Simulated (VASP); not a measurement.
CdInS2, 4 atoms in the cell. Symmetry: P-3m1, No. 164, trigonal system. The conventional cell has a = 3.971 Å, b = 3.971 Å, c = 6.581 Å, α = 90.00°, β = 90.00°, γ = 120.00°. Within 4.0 Å of Cd (site symmetry -3m) lie 6 S at 3.01 Å and 2 In at 3.29 Å and 6 Cd at 3.97 Å. In (site symmetry -3m) has 6 S at 2.65 Å and 2 Cd at 3.29 Å within 3.5 Å. Within 3.6 Å of S (site symmetry 3m) lie 3 In at 2.65 Å and 3 Cd at 3.01 Å and 3 S at 3.52 Å.  This cell differs from its parent crystal: strained.

```yaml
Program: VASP 6.6.1
Task: single point
Functional: PBE
Potentials_or_basis: VASP PAW PBE potentials, release 64 (Cd, In_d, S)
Cutoff: 520 eV
k_mesh: 12 × 12 × 6
Occupations: gaussian, width 0.1 eV
Spin: no spin polarisation
Dipole_correction: no
Further_INCAR_settings: ALGO = Normal; EDIFF = 1e-06; NBANDS = 26
```

Potentials or basis: VASP PAW PBE potentials, release 64 (Cd, In_d, S).

Launch:

```bash
$ cat potpaw_PBE.64/Cd/POTCAR potpaw_PBE.64/In_d/POTCAR potpaw_PBE.64/S/POTCAR > POTCAR
$ mpirun -np 1 vasp_std > vasp.out
```

Hardware: 1 thread of Intel(R) Xeon(R) Platinum 8375C CPU @ 2.90GHz (Ice Lake), on a shared host.

Task: How long does it take, and how much memory?

Result: Run time: 5.8 min on 1 thread of Intel(R) Xeon(R) Platinum 8375C CPU @ 2.90GHz (Ice Lake) (shared host), peak memory 0.38 GiB. Counts: scf iterations 13, k points 100.
